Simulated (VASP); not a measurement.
Here is a VASP 6.6.1 calculation.

File INCAR:

```
SYSTEM = AlSi3C3N
PREC = Accurate ; ENCUT = 520
EDIFF = 1E-6 ; ISMEAR = -1
SIGMA = 0.05 ; LREAL = Auto
LASPH = .True. ; NELM = 100
ALGO = Normal ; ISIF = 2
LWAVE = .False. ; LCHARG = .False.
GGA = PS ; IVDW = 12
NELECT = 127.0 ; NBANDS = 86
```

File KPOINTS:

```
Automatic mesh
0
Gamma
  2 2 2
  0.5 0.5 0.5
```

Contents of POSCAR:

```
AlSi3C3N
1.0
    6.1709340000      0.0000000000      0.0000000000
    0.0000000000     10.6883710000      0.0000000000
    0.0000000000      0.0000000000      5.0315600000
Si Al C N
12 4 12 4
Direct
    0.2518490000      0.0843240000      0.4943150000
    0.9953560000      0.3335400000      0.4984740000
    0.7486230000      0.0815950000      0.5019590000
    0.2458000000      0.5808650000      0.4962690000
    0.9975360000      0.8332130000      0.4937190000
    0.7451640000      0.5836910000      0.4940920000
    0.5002170000      0.8319310000      0.5019340000
    0.5000610000      0.1669640000      0.9990740000
    0.9961170000      0.6682440000      0.9998860000
    0.7483080000      0.4184190000      0.0007890000
    0.5019370000      0.6642910000      0.9951150000
    0.2507250000      0.9183120000      0.9994400000
    0.4969240000      0.3328030000      0.4935040000
    0.0003480000      0.1672000000      0.0006690000
    0.2423260000      0.4173300000      0.9961140000
    0.7535000000      0.9154550000      0.9969240000
    0.0048850000      0.1673680000      0.3777360000
    0.0030390000      0.6669670000      0.3711010000
    0.5010850000      0.6669210000      0.3715580000
    0.2491950000      0.9187370000      0.3718670000
    0.7448550000      0.9153990000      0.3777920000
    0.2533570000      0.0820060000      0.8782240000
    0.7513110000      0.0811220000      0.8802630000
    0.4993250000      0.3363610000      0.8769060000
    0.2529420000      0.5816570000      0.8747170000
    0.9969660000      0.8329470000      0.8765560000
    0.7475640000      0.5882370000      0.8788290000
    0.4972970000      0.8365960000      0.8809190000
    0.5021320000      0.1644480000      0.3797570000
    0.2465830000      0.4167290000      0.3718210000
    0.7447070000      0.4181940000      0.3810160000
    0.0021080000      0.3339980000      0.8788650000
```

Potentials or basis: VASP PAW PBE potentials, release 64 (Si, Al, C, N).

Run with:

```bash
$ cat potpaw_PBE.64/Si/POTCAR potpaw_PBE.64/Al/POTCAR potpaw_PBE.64/C/POTCAR potpaw_PBE.64/N/POTCAR > POTCAR
$ mpirun -np 1 vasp_std > vasp.out
```

What does it give for the largest force?

3.547 eV/Å.

Predict the dispersion energy per atom.

-0.238 eV.

Forces on the atoms (eV/Å):
```
Si   0.091 -0.809  1.461
Si   0.868 -0.615  0.692
Si   0.434 -0.707  0.880
Si   0.645  0.833  0.742
Si  -0.010  0.806  1.109
Si   0.704  1.257  0.758
Si  -0.205  0.964  0.561
Si   0.640 -0.768 -0.737
Si   1.371  0.614 -0.723
Si  -0.466 -0.174 -1.168
Si  -1.452  1.840  0.144
Si  -0.338 -0.476 -0.312
Al  -0.555 -0.506  0.549
Al  -0.013 -0.520 -0.878
Al   0.784 -0.092  0.253
Al  -0.556  0.368  0.661
C   -0.850  1.762  1.788
C   -0.841 -1.339  0.245
C   -0.483 -1.486  0.010
C    0.103 -0.178  0.297
C    0.299  0.270  1.457
C    1.404  0.447 -1.082
C   -2.102  2.376 -1.587
C    1.885 -1.129  1.549
C   -0.884  1.743 -1.041
C    2.710 -1.389 -1.381
C    0.933 -2.298 -0.776
C   -1.603 -2.338 -1.246
N   -0.127 -0.306 -1.097
N   -2.180  0.144  1.424
N    2.345  0.192 -1.014
N   -2.551  1.516 -1.540
```

Caveat: the k points lie up to 0.62 Å⁻¹ apart, too coarse for converged energies and pressures of a metal; the cell carries a net charge on a neutralising background, which shifts energy and pressure; the PAW data sets were made with another functional, which shifts forces and pressure a little.
